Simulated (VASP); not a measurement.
Wanted: the native input for a VASP 6.6.1 run.

```yaml
Task: single point
Functional: PBE
Potentials_or_basis: VASP PAW PBE potentials, release 64 (Co)
Cutoff: 520 eV
k_mesh: 20 × 20 × 20
Occupations: gaussian, width 0.1 eV
Spin: collinear spin, ferromagnetic start
Starting_moments: "[1.99] μB"
Dipole_correction: no
Further_INCAR_settings: ALGO = Normal; EDIFF = 1e-06; NBANDS = 14
```

The structure of Co lies in POSCAR:

```
Co
1.0
   -1.4048018180      1.4048018180      1.4048018180
    1.4048018180     -1.4048018180      1.4048018180
    1.4048018180      1.4048018180     -1.4048018180
Co
1
Direct
    0.0000000000      0.0000000000      0.0000000000
```

One way to write it, as run:

INCAR

```
PREC = Accurate
ENCUT = 520
EDIFF = 1E-6
ISMEAR = 0
SIGMA = 0.1
LREAL = False
LASPH = True
NELM = 150
ALGO = Normal
ISIF = 2
LWAVE = False
LCHARG = True
ISPIN = 2
MAGMOM = 1.99
LORBIT = 11
LMAXMIX = 4
GGA = PE
LELF = True
LVHAR = True
NBANDS = 14
```

KPOINTS

```
regular mesh
0
Gamma
  20 20 20
```

Potentials or basis: VASP PAW PBE potentials, release 64 (Co).

Run with:

```bash
$ cat potpaw_PBE.64/Co/POTCAR > POTCAR
$ mpirun -np 1 vasp_std > vasp.out
```

Results of the run:

The pressure is -0.8 GPa, the net moment is 1.73 μB per cell and the site moments are Co +1.75 μB. The valence electrons inside the program's atomic spheres are Co 8.22.

Run time: 110 s on 1 thread of Intel Xeon 8259CL, with other jobs on the host, peak memory 0.18 GiB.
